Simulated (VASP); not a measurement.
Here is a VASP 6.6.1 calculation.

INCAR

```
SYSTEM = Cu
ALGO = Normal
EDIFF = 1E-6
ENCUT = 520
GGA = PS
ISIF = 2
ISMEAR = 0
LASPH = .True.
LCHARG = .False.
LREAL = .False.
LWAVE = .False.
NBANDS = 12
NELM = 80
PREC = Accurate
SIGMA = 0.15
```

KPOINTS

```
k-points
0
Gamma
  28 28 28
  0 0 0
```

The input POSCAR:

```
Cu
1.0
    0.0000000000      1.7371438586      1.7371438586
    1.7371438586      0.0000000000      1.7371438586
    1.7371438586      1.7371438586      0.0000000000
Cu
1
Direct
    0.0000000000      0.0000000000      0.0000000000
```

Potentials or basis: VASP PAW PBE potentials, release 64 (Cu).

Command:

```sh
$ cat potpaw_PBE.64/Cu/POTCAR > POTCAR
$ mpirun -np 1 vasp_std > vasp.out
```

**Question.** What does it give for the band gap on the k mesh?

**Answer.** Zero (an odd number of electrons rules out a gap without spin polarisation).

**Question.** Estimate the pressure.

**Answer.** 16.2 GPa.

Caveat: the cell differs from its parent crystal (strain -0.025 along x and y, -0.025 along z); the cell stands under pressure; the PAW data sets were made with another functional, which shifts forces and pressure a little.
